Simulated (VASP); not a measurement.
# Pt in VASP: notebook, part 3 of 3

VASP 6.6.1.

### Step 6. Single point, PBE (strain +0.000 along x and y, +0.040 along z)

File INCAR:

```
SYSTEM = Pt
ALGO = Fast
EDIFF = 1E-7
ENCUT = 520
GGA = PE
ISIF = 2
ISMEAR = 0
LASPH = .True.
LCHARG = .False.
LREAL = .False.
LWAVE = .False.
NBANDS = 11
NELM = 80
PREC = Accurate
SIGMA = 0.15
```

File KPOINTS:

```
k-points
0
Gamma
  22 22 22
  0 0 0
```

File POSCAR:

```
Pt
1.0
   -1.5842200000      1.5842200000      1.6475888000
    1.5842200000     -1.5842200000      1.6475888000
    1.5842200000      1.5842200000     -1.6475888000
Pt
1
Direct
    0.0000000000      0.0000000000      0.0000000000
```

Potentials or basis: VASP PAW PBE potentials, release 64 (Pt).

Started as:

```bash
$ cat potpaw_PBE.64/Pt/POTCAR > POTCAR
$ mpirun -np 1 vasp_std > vasp.out
```

OUTCAR:

```text
SYSTEM = Pt
   EDIFF = 1E-7
   ENCUT = 520
   GGA = PE
   ISIF = 2
   ISMEAR = 0
   LASPH = .True.
   LREAL = .False.
   NELM = 80
   PREC = Accurate

 ion  position               nearest neighbor table
   1  0.000  0.000  0.000-

  LATTYP: Found a body centered tetragonal cell.
 ALAT       =     3.1684400000
 C/A-ratio  =     1.0400000000

  Lattice vectors:

 A1 = (  -1.5842200000,   1.5842200000,   1.6475888000)
 A2 = (   1.5842200000,  -1.5842200000,   1.6475888000)
 A3 = (   1.5842200000,   1.5842200000,  -1.6475888000)

Analysis of symmetry for initial positions (statically):
=====================================================================
 Subroutine PRICEL returns:
 Original cell was already a primitive cell.

 Routine SETGRP: Setting up the symmetry group for a
 body centered tetragonal supercell.

 Subroutine GETGRP returns: Found 16 space group operations
 (whereof 16 operations were pure point group operations)
 out of a pool of 16 trial point group operations.

The static configuration has the point symmetry D_4h.

Analysis of symmetry for dynamics (positions and initial velocities):
=====================================================================
 Subroutine PRICEL returns:
 Original cell was already a primitive cell.

 Routine SETGRP: Setting up the symmetry group for a
 body centered tetragonal supercell.

 Subroutine GETGRP returns: Found 16 space group operations
 (whereof 16 operations were pure point group operations)
 out of a pool of 16 trial point group operations.

The dynamic configuration has the point symmetry D_4h.

 Subroutine INISYM returns: Found 16 space group operations
 (whereof 16 operations are pure point group operations),
 and found     1 'primitive' translations

----------------------------------------------------------------------------------------

                                     Primitive cell

  volume of cell :      16.5402

  direct lattice vectors                    reciprocal lattice vectors
    -1.584220000  1.584220000  1.647588800     0.000000000  0.315612731  0.303473779
     1.584220000 -1.584220000  1.647588800     0.315612731  0.000000000  0.303473779
     1.584220000  1.584220000 -1.647588800     0.315612731  0.315612731  0.000000000

  length of vectors
     2.781016877  2.781016877  2.781016877     0.437844414  0.437844414  0.446343804

  position of ions in fractional coordinates (direct lattice)
     0.000000000  0.000000000  0.000000000

  ion indices of the primitive-cell ions
   primitive index   ion index
                 1           1

----------------------------------------------------------------------------------------

 KPOINTS: k-points

Automatic generation of k-mesh.
 Grid dimensions read from file:
 generate k-points for:   22   22   22

 Generating k-lattice:

  Cartesian coordinates                     Fractional coordinates (reciprocal lattice)
     0.000000000  0.014346033  0.013794263     0.045454545  0.000000000  0.000000000
     0.014346033  0.000000000  0.013794263     0.000000000  0.045454545  0.000000000
     0.014346033  0.014346033  0.000000000     0.000000000  0.000000000  0.045454545

  Length of vectors
     0.019902019  0.019902019  0.020288355

  Shift w.r.t. Gamma in fractional coordinates (k-lattice)
     0.000000000  0.000000000  0.000000000

 Subroutine IBZKPT returns following result:
 ===========================================

 Found    834 irreducible k-points:

 Following reciprocal coordinates:
            Coordinates               Weight
  0.000000  0.000000  0.000000      1.000000
  0.045455  0.000000 -0.000000      8.000000
  0.090909  0.000000 -0.000000      8.000000
  0.136364  0.000000  0.000000      8.000000
  0.181818  0.000000 -0.000000      8.000000
  0.227273  0.000000 -0.000000      8.000000
[... 16 lines left out ...]
  0.500000  0.045455  0.000000     16.000000
 -0.454545  0.045455  0.000000     16.000000
 [... further k-points ...]
   k-points           NKPTS =    834   k-points in BZ     NKDIM =    834   number of bands    NBANDS=     11
   number of dos      NEDOS =    301   number of ions     NIONS =      1
   total plane-waves  NPLWV =  13824
   dimension x,y,z NGX =    24 NGY =   24 NGZ =   24
   dimension x,y,z NGXF=    48 NGYF=   48 NGZF=   48
   ions per type =               1
   NGX,Y,Z   is equivalent  to a cutoff of  14.35, 14.35, 14.35 a.u.
   NGXF,Y,Z  is equivalent  to a cutoff of  28.69, 28.69, 28.69 a.u.
 SYSTEM =  Pt
   PREC   = accura    normal or accurate (medium, high low for compatibility)
   ISTART =      0    job   : 0-new  1-cont  2-samecut
   ICHARG =      2    charge: 1-file 2-atom 10-const
   ISPIN  =      1    spin polarized calculation?
   LNONCOLLINEAR =      F non collinear calculations
   LSORBIT =      F    spin-orbit coupling
   LASPH  =      T    aspherical Exc in radial PAW
   ENCUT  =  520.0 eV  38.22 Ry    6.18 a.u.   5.17  5.17  5.17*2*pi/ulx,y,z
   NELM   =     80;   NELMIN=  2; NELMDL= -5     # of ELM steps
   EDIFF  = 0.1E-06   stopping-criterion for ELM
   LREAL  =      F    real-space projection
   EDIFFG = 0.1E-05   stopping-criterion for IOM
   NSW    =      0    number of steps for IOM
   IBRION =     -1    ionic relax: 0-MD 1-quasi-New 2-CG
   NFREE  =      0    steps in history (QN), initial steepest desc. (CG)
   ISIF   =      2    stress and relaxation
   ISYM   =      2    0-nonsym 1-usesym 2-fastsym
   POTIM  = 0.5000    time-step for ionic-motion
   TEBEG  =    0.0;   TEEND  =   0.0 temperature during run
   PSTRESS=    0.0 pullay stress
   NELECT =      10.0000    total number of electrons
   NUPDOWN=      -1.0000    fix difference up-down
   EMIN   =  10.00;   EMAX   =-10.00  energy-range for DOS
   EFERMI =   0.00;   METHOD = LEGACY
   ISMEAR =     0;   SIGMA  =   0.15  broadening in eV -4-tet -1-fermi 0-gaus
   EFERMI_NEDOS =   21; number of points for ismear=-14 and -15
   IALGO  =     68    algorithm
   IMIX   =      4    mixing-type and parameters
     AMIX     =   0.40;   BMIX     =  1.00
     AMIX_MAG =   1.60;   BMIX_MAG =  1.00
  volume/ion in A,a.u.               =      16.54       111.62
  Fermi-wavevector in a.u.,A,eV,Ry     =   1.384294  2.615936 26.072422  1.916269
  Thomas-Fermi vector in A             =   2.508811
   LORBIT       =      0    0 simple, 1 ext, 2 COOP (PROOUT), +10 PAW based schemes
   GGA     = PE    functional components
   LHFCALC =     F    Hartree Fock is set to
   AEXX    =    0.0000 exact exchange contribution
   IVDW    =     0    specifies the selected vdW correction
   LEPSILON=     F    determine dielectric tensor
   LRPA    =     F    only Hartree local field effects (RPA)
 non-spin polarized calculation
 RMM-DIIS sequential band-by-band and
 Gauss-broadening in eV      SIGMA  =   0.15
  energy-cutoff  :      520.00
  volume of cell :       16.54
 maximum number of plane-waves:       462
 NGX is ok and might be reduce to    24
   NGX = 11   NGY = 11   NGZ = 11

 number of electron      10.0000000 magnetization

 Free energy of the ion-electron system (eV)
  ---------------------------------------------------
  ext. energy  EPLUGINS =         0.00000000
  ---------------------------------------------------
  free energy    TOTEN  =        -5.98797696 eV

  energy without entropy =       -5.97418869  energy(sigma->0) =       -5.98108282

 E-fermi :   9.3956     XC(G=0): -12.9331

 val. band max:        9.3952154855   @ k =  -0.1364  -0.3182   0.0909
 cond. band min:       9.3959925801   @ k =  -0.2273   0.2273   0.2273
 fundamental gap:      0.0007770946
 Fermi energy:         9.3955653927

 k-point     1 :       0.0000    0.0000    0.0000
  band No.  band energies     occupation
      1       0.3720      2.00000
      2       6.0761      2.00000
      3       6.0761      2.00000
      4       6.3738      2.00000
      5       8.2783      2.00000
      6       8.6494      2.00000
      7      26.0473      0.00000
      8      26.7499      0.00000
      9      26.7499      0.00000
     10      34.9715      0.00000
     11      35.7426      0.00000
[... 309 lines left out ...]
 k-point    24 :      -0.4545    0.0455    0.0000
  band No.  band energies     occupation
      1       3.3103      2.00000
      2       5.0251      2.00000
      3       7.9298      2.00000
      4       8.5665      2.00000
      5       9.0311      1.99941
      6      10.3463      0.00000
      7      16.2943      0.00000
      8      23.0508      0.00000
      9      25.4526      0.00000
     10      32.6925      0.00000
     11      33.5091      0.00000

 [... further k-points ...]

------------------------ aborting loop because EDIFF is reached ----------------------------------------

  FORCE on cell =-STRESS in cart. coord.  units (eV):
  Direction    XX          YY          ZZ          XY          YZ          ZX
  --------------------------------------------------------------------------------------
  -------------------------------------------------------------------------------------
  Total       -1.0966535     -1.0966535     -0.8071959      0.0000000      0.0000000      0.0000000
  in kB     -106.2282983   -106.2282983    -78.1897360      0.0000000      0.0000000      0.0000000
  external PRESSURE =     -96.8821108 kB  Pullay stress =       0.0000000 kB

 VOLUME and BASIS-vectors are now :
 -----------------------------------------------------------------------------
  energy-cutoff  :      520.00
  volume of cell :       16.54
      direct lattice vectors                 reciprocal lattice vectors
    -1.584220000  1.584220000  1.647588800     0.000000000  0.315612731  0.303473779
     1.584220000 -1.584220000  1.647588800     0.315612731  0.000000000  0.303473779
     1.584220000  1.584220000 -1.647588800     0.315612731  0.315612731  0.000000000

 POSITION                                       TOTAL-FORCE (eV/Angst)
 -----------------------------------------------------------------------------------
      0.00000      0.00000      0.00000        -0.000000      0.000000      0.000000
 -----------------------------------------------------------------------------------
    total drift:                               -0.000000      0.000000      0.000000

  FREE ENERGIE OF THE ION-ELECTRON SYSTEM (eV)
  ---------------------------------------------------
  free  energy   TOTEN  =        -5.9879769572 eV

  energy  without entropy=       -5.9741886868  energy(sigma->0) =       -5.98108282
```

OSZICAR:

```text
N       E                     dE             d eps       ncg     rms          rms(c)
DAV:   1     0.394789220960E+02    0.39479E+02   -0.53105E+03 18732   0.837E+02
DAV:   2    -0.573320601420E+01   -0.45212E+02   -0.43277E+02 20835   0.173E+02
DAV:   3    -0.635002264074E+01   -0.61682E+00   -0.61337E+00 21382   0.192E+01
DAV:   4    -0.635255540817E+01   -0.25328E-02   -0.25326E-02 21217   0.146E+00
DAV:   5    -0.635257726595E+01   -0.21858E-04   -0.21856E-04 21725   0.127E-01    0.957E+00
RMM:   6    -0.601638830139E+01    0.33619E+00   -0.36540E-01 18387   0.509E+00    0.509E+00
RMM:   7    -0.599039714112E+01    0.25991E-01   -0.52063E-02 19298   0.210E+00    0.229E+00
RMM:   8    -0.598824640140E+01    0.21507E-02   -0.63003E-03 19783   0.680E-01    0.523E-01
RMM:   9    -0.598796207524E+01    0.28433E-03   -0.79711E-04 21017   0.243E-01    0.363E-02
RMM:  10    -0.598797590429E+01   -0.13829E-04   -0.11369E-04 21372   0.807E-02    0.439E-02
RMM:  11    -0.598797669129E+01   -0.78700E-06   -0.11765E-05 22405   0.250E-02    0.750E-03
RMM:  12    -0.598797703884E+01   -0.34755E-06   -0.26744E-06 21260   0.109E-02    0.572E-03
RMM:  13    -0.598797695720E+01    0.81640E-07   -0.62749E-07 18101   0.521E-03
   1 F= -.59879770E+01 E0= -.59810828E+01  d E =-.137883E-01
```

Wall time 3.3 min (1 thread of Intel Xeon 8259CL, shared host); peak memory 0.27 GiB.

Results:

```yaml
Free_energy: -5.9880 eV
Pressure: -9.7 GPa
Band_gap_on_the_k_mesh: zero (bands 5 and 6 overlap by 2.03 eV)
```

Levels at points of the mesh, in eV from the Fermi level:
```tsv
k point	band 1	band 2	band 3	band 4	band 5	band 6	band 7	band 8	band 9	band 10
(0.00, 0.00, 0.00)	-9.02	-3.32	-3.32	-3.02	-1.12	-0.75	16.65	17.35	17.35	25.58
(0.50, 0.00, 0.00)	-6.14	-4.43	-1.28	-0.62	0.35	0.93	5.82	13.42	15.79	23.36
(0.50, 0.50, 0.00)	-6.10	-4.76	-0.84	-0.52	0.59	1.00	6.14	12.95	14.88	23.28
(0.50, 0.50, 0.50)	-5.64	-5.61	0.41	0.52	0.52	6.83	7.96	7.96	12.07	18.03
```

Caveat: the cell differs from its parent crystal (strain +0.000 along x and y, +0.040 along z); the cell stands under tension; spin-orbit coupling is left out, which moves the levels of the heavy elements.

### Step 7. Single point, PBE (strain +0.040 along x and y, +0.000 along z)

File INCAR:

```
PREC = Accurate
ENCUT = 520
EDIFF = 1E-6
ISMEAR = 0
SIGMA = 0.15
LREAL = F
LASPH = T
NELM = 60
ALGO = Fast
ISIF = 2
LWAVE = F
LCHARG = T
GGA = PE
LELF = T
LVHAR = T
NBANDS = 11
```

File KPOINTS:

```
Automatic mesh
0
Gamma
  22 22 22
```

File POSCAR:

```
Pt
1.0
   -1.6475888000      1.6475888000      1.5842200000
    1.6475888000     -1.6475888000      1.5842200000
    1.6475888000      1.6475888000     -1.5842200000
Pt
1
Direct
    0.0000000000      0.0000000000      0.0000000000
```

Started as:

```bash
$ cat potpaw_PBE.64/Pt/POTCAR > POTCAR
$ mpirun -np 1 vasp_std > vasp.out
```

Wall time 3.3 min (1 thread of Intel Xeon 8259CL, shared host); peak memory 0.28 GiB.

The run converged. Its results:

| Quantity | Value |
| --- | --- |
| Free energy | -5.9351 eV |
| Pressure | -16.1 GPa |
| Band gap on the k mesh | zero (bands 5 and 6 overlap by 1.85 eV) |

Stress tensor (GPa, compression positive):
```
-15.12   0.00   0.00
  0.00 -15.12   0.00
  0.00   0.00 -18.07
```

Levels at points of the mesh, in eV from the Fermi level:
```tsv
k point	band 3	band 4	band 5	band 6	band 7	band 8
(0.00, 0.00, 0.00)	-2.93	-2.93	-1.06	-0.69	16.85	16.85
(0.50, 0.00, 0.00)	-0.98	-0.48	0.63	0.89	5.72	13.07
(0.50, 0.50, 0.00)	-1.29	-0.70	0.40	0.84	5.41	13.56
(0.50, 0.50, 0.50)	0.41	0.41	0.51	7.12	7.12	8.26
```

Caveat: the cell differs from its parent crystal (strain +0.040 along x and y, +0.000 along z); the cell stands under tension; spin-orbit coupling is left out, which moves the levels of the heavy elements.

### Step 8. Overview

| cell | gap on the mesh (eV) | pressure (GPa) |
| --- | --- | --- |
| a = 2.524 Å, angles 109.5°, 1 atom | none | 112.1 |
| a = 2.634 Å, angles 109.5°, 1 atom | none | 38.0 |
| a = 2.854 Å, angles 109.5°, 1 atom | none | -21.0 |
| a = 2.963 Å, angles 109.5°, 1 atom | none | -29.3 |
| a = 2.781 Å, angles 110.5, 110.5, 107.3°, 1 atom | none | -9.7 |
| a = 2.818 Å, angles 108.4, 108.4, 111.6°, 1 atom | none | -16.1 |

Alike in all rows: task single point; level PBE; potentials or basis VASP PAW PBE potentials, release 64 (Pt); no spin polarisation; k mesh 22 × 22 × 22; cutoff (eV) 520; smearing gaussian 0.15 eV.

Caveats: spin-orbit coupling is left out, which moves the levels of the heavy elements; the cell stands under tension (at least some runs); the cell stands under pressure (at least some runs).

Total energies depend on the potentials used, so only differences within one code and one set of settings carry meaning.
